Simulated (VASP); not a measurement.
Zr: relaxation of cell and atoms with PBE

The system is Zr.

```
CELL_PARAMETERS angstrom
0.00000 2.70728 5.47501
1.58979 0.00000 5.47501
1.58979 2.70728 0.00000
ATOMIC_POSITIONS crystal
Zr 0.86583 0.86583 0.13417
Zr 0.13417 0.13417 0.86583
```

```yaml
Program: VASP 6.6.1
Task: relaxation of cell and atoms
Functional: PBE
Potentials_or_basis: VASP PAW PBE potentials, release 64 (Zr_sv)
Cutoff: 600 eV
k_mesh: 16 × 16 × 16
Occupations: gaussian, width 0.1 eV
Spin: no spin polarisation
Dipole_correction: no
Further_INCAR_settings: ALGO = Fast; EDIFF = 1e-06; IBRION = 2; EDIFFG = -0.01; NSW = 100; ISIF = 3
```

* Relaxed volume: 23.59 Å³/atom
* Relaxed cell: a = 6.081 Å, b = 5.683 Å, c = 3.137 Å, α = 81.69°, β = 67.62°, γ = 30.70°
* Space group after relaxing (to 0.1 Å): Fmmm (No. 69)
* Energy gained by relaxing: 0.9 meV/atom
* Ionic steps: 9
* Pressure after relaxing: 0.0 GPa
* Band gap on the k mesh: zero (bands 12 and 13 overlap by 1.56 eV)

Step by step:
```csv
step,energy change (eV),largest force (eV/Å),pressure (GPa),volume (Å³)
1,0.0000,0.0345,0.04,47.13
2,-0.0016,0.0248,-0.03,47.17
3,-0.0017,0.0218,-0.05,47.19
4,-0.0017,0.0218,-0.06,47.19
5,-0.0017,0.0219,-0.05,47.18
6,-0.0017,0.0220,-0.05,47.19
7,-0.0018,0.0021,0.07,47.13
8,-0.0018,0.0010,0.06,47.13
9,-0.0018,0.0015,0.02,47.18
```

Final structure:
```
CELL_PARAMETERS angstrom
0.00000 2.69530 5.45119
1.60569 0.00000 5.45119
1.60569 2.69530 0.00000
ATOMIC_POSITIONS crystal
Zr 0.86546 0.86546 0.13454
Zr 0.13454 0.13454 0.86546
```

Levels at points of the mesh, in eV from the Fermi level:
```csv
k point,band 8,band 9,band 10,band 11,band 12,band 13,band 14,band 15,band 16
"(0.00, 0.00, 0.00)",-26.02,-5.27,-2.47,-0.58,0.99,1.03,1.49,1.61,2.10
"(0.50, 0.00, 0.00)",-26.16,-2.50,-2.35,-1.28,-0.89,1.04,1.90,2.42,4.06
"(0.50, 0.50, 0.00)",-26.04,-3.84,-3.77,-1.11,0.70,1.03,1.84,1.85,1.91
"(0.50, 0.00, 0.50)",-25.97,-2.78,-2.72,-1.85,0.56,1.00,1.86,3.06,3.34
"(0.00, 0.50, 0.50)",-26.24,-2.41,-1.66,-1.57,-1.18,0.68,0.98,3.24,4.86
```

It took 2 h on 1 thread of Oxide Virtual Turin-like Processor, with other jobs on the host, peak memory 0.62 GiB.
